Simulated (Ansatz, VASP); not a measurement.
## Two plane-wave programs on Ru

```
CELL_PARAMETERS angstrom
4.81091 0.00000 0.00000
0.00000 4.81091 0.00000
0.00000 0.00000 4.81091
ATOMIC_POSITIONS crystal
Ru 0.50000 0.50000 0.50000
Ru 0.00000 0.00000 0.00000
Ru 0.25000 0.00000 0.50000
Ru 0.50000 0.25000 0.00000
Ru 0.50000 0.75000 0.00000
Ru 0.75000 0.00000 0.50000
Ru 0.00000 0.50000 0.75000
Ru 0.00000 0.50000 0.25000
```

Alike in both runs: functional r2SCAN; k mesh 8 × 8 × 8; occupations gaussian, width 0.1 eV; no spin polarisation.

Ansatz relaxed the structure, and its values are those at the end. VASP's run is a single point on that final structure, the one shown.

```csv
,VASP,Ansatz
version,VASP 6.6.1,Ansatz 0.2.0
potentials or method,"VASP PAW PBE potentials, release 64 (Ru_pv), cutoff 520 eV","scalar-relativistic, plane waves, PAW"
valence electrons in the cell,112,128
```

```tsv
	VASP	Ansatz	Ansatz less VASP
gap on the k mesh at the Fermi level (eV)	none	none	-
pressure (GPa)	1.4	0.0	-1.39
```

VASP's potentials were made for PBE, not for r2SCAN. A gap of «none» marks a metal or a gap that the smearing closes. VASP's potentials hold 112 valence electrons a cell and Ansatz's 128, so a difference there can come from the potentials and not from the codes.
